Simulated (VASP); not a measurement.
The system is CsI.

```xyz
2
Lattice="4.4735 0.0000 0.0000 0.0000 4.4735 0.0000 0.0000 0.0000 4.4735" Properties=species:S:1:pos:R:3 pbc="T T T"
Cs    0.0000    0.0000    0.0000
I     2.2367    2.2367    2.2367
```

Base run:

* Program: VASP 6.6.1
* Functional: PBEsol
* Potentials or basis: VASP PAW PBE potentials, release 64 (Cs_sv, I)
* Cutoff: 500 eV
* k mesh: 6 × 6 × 6
* Occupations: fermi-dirac, width 0.05 eV
* Spin: no spin polarisation

Its results: band gap on the k mesh 3.91 eV (least direct gap 3.99 eV); pressure 0.4 GPa.

Question: The run is repeated on the same cell with these changes: functional from PBEsol to BLYP. What comes out?

Answer: Band gap on the k mesh 4.14 eV (least direct gap 4.21 eV); pressure 3.3 GPa.

BLYP binds less tightly than PBEsol, so the same cell stands under more pressure.

Caveats: the PAW data sets were made with another functional, which shifts forces and pressure a little; spin-orbit coupling is left out, which moves the levels of the heavy elements; the cell stands under pressure (at least some runs).

A k mesh can miss the band edges.
